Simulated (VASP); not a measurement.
Wanted: the native input for a VASP 6.6.1 run.

* Task: single point
* Functional: r2SCAN
* Dispersion: rVV10
* Potentials or basis: VASP PAW PBE potentials, release 64 (As)
* Cutoff: 520 eV
* k mesh: 15 × 15 × 15
* Occupations: gaussian, width 0.1 eV
* Spin: no spin polarisation
* Dipole correction: no
* Further INCAR settings: ALGO = Normal; EDIFF = 1e-07; NBANDS = 12

Crystal: As.

```
As
1.0
     1.87987    1.08534    3.57513
    -1.87987    1.08534    3.57513
     0.00000   -2.17068    3.57513
As
2
Direct
  0.22599 0.22599 0.22599
  0.77401 0.77401 0.77401
```

The input as run:

POSCAR

```
As
1.0
    1.8798678443      1.0853422059      3.5751301423
   -1.8798678443      1.0853422059      3.5751301423
    0.0000000000     -2.1706844119      3.5751301423
As
2
Direct
    0.2259924738      0.2259924738      0.2259924738
    0.7740075262      0.7740075262      0.7740075262
```

INCAR.step1

```
SYSTEM = As
  ALGO = Normal
  EDIFF = 1E-4
  ENCUT = 520
  GGA = PE
  ISMEAR = 0
  LASPH = .True.
  LCHARG = .False.
  LREAL = .False.
  LWAVE = .True.
  NBANDS = 12
  NELM = 60
  PREC = Accurate
  SIGMA = 0.1
```

INCAR.step2

```
SYSTEM = As
  ALGO = Normal
  BPARAM = 11.95
  CPARAM = 0.0093
  EDIFF = 1E-7
  ENCUT = 520
  ISIF = 2
  ISMEAR = 0
  ISTART = 1
  IVDW_NL = 2
  LASPH = .True.
  LCHARG = .False.
  LMIXTAU = .True.
  LREAL = .False.
  LUSE_VDW = .True.
  LWAVE = .False.
  METAGGA = R2SCAN
  NBANDS = 12
  NELM = 60
  PREC = Accurate
  SIGMA = 0.1
```

KPOINTS

```
k-points
0
Gamma
  15 15 15
  0 0 0
```

Potentials or basis: VASP PAW PBE potentials, release 64 (As).

Launch:

```console
$ cat potpaw_PBE.64/As/POTCAR > POTCAR
$ cp INCAR.step1 INCAR
$ mpirun -np 1 vasp_std > vasp.out
$ cp INCAR.step2 INCAR
$ mpirun -np 1 vasp_std > vasp.out
```

Results of the run:

| Item | Value |
| --- | --- |
| Pressure | 0.4 GPa |
| Largest force | 0.062 eV/Å |
| Band gap on the k mesh | zero (band 5 reaches 5.55 eV, above the bottom of band 6 at 5.09 eV) |

Caveat: the PAW data sets were made with another functional, which shifts forces and pressure a little.

Run time: 6.8 min on 1 thread of AMD EPYC 9R45 96-Core Processor (Zen 5), with other jobs on the host, peak memory 0.39 GiB.
